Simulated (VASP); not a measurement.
A run of VASP 6.6.1:

INCAR

```
PREC = Accurate
ENCUT = 520
EDIFF = 1E-6
ISMEAR = 0
SIGMA = 0.05
LREAL = F
LASPH = T
NELM = 150
ALGO = Normal
ISIF = 2
LWAVE = F
LCHARG = F
ISPIN = 2
MAGMOM = 0 0 0 0 0 7.4
LORBIT = 11
LMAXMIX = 6
GGA = PS
NBANDS = 37
```

Contents of KPOINTS:

```
regular mesh
0
Gamma
  6 6 8
```

The input POSCAR:

```
EuAl3Ag2
1.0
    5.5142524835      0.0000000029      0.0000000000
   -2.7571262442      4.7754827322      0.0000000000
    0.0000000000      0.0000000000      4.3560545250
Ag Al Eu
2 3 1
Direct
    0.3333333333      0.6666666667      0.0000000000
    0.6666666667      0.3333333333      0.0000000000
    0.5000000000      0.0000000000      0.5000000000
    0.0000000000      0.5000000000      0.5000000000
    0.5000000000      0.5000000000      0.5000000000
    0.0000000000      0.0000000000      0.0000000000
```

Potentials or basis: VASP PAW PBE potentials, release 64 (Ag, Al, Eu).

The run is started by

```sh
$ cat potpaw_PBE.64/Ag/POTCAR potpaw_PBE.64/Al/POTCAR potpaw_PBE.64/Eu/POTCAR > POTCAR
$ mpirun -np 1 vasp_std > vasp.out
```

Hardware: 1 thread of Oxide Virtual Turin-like Processor (shared host).

Question: Estimate the wall time of this run.

Answer: It took 15 min on 1 thread of Oxide Virtual Turin-like Processor, on a shared host, peak memory 0.41 GiB. Counts: scf iterations 24, k points 35.
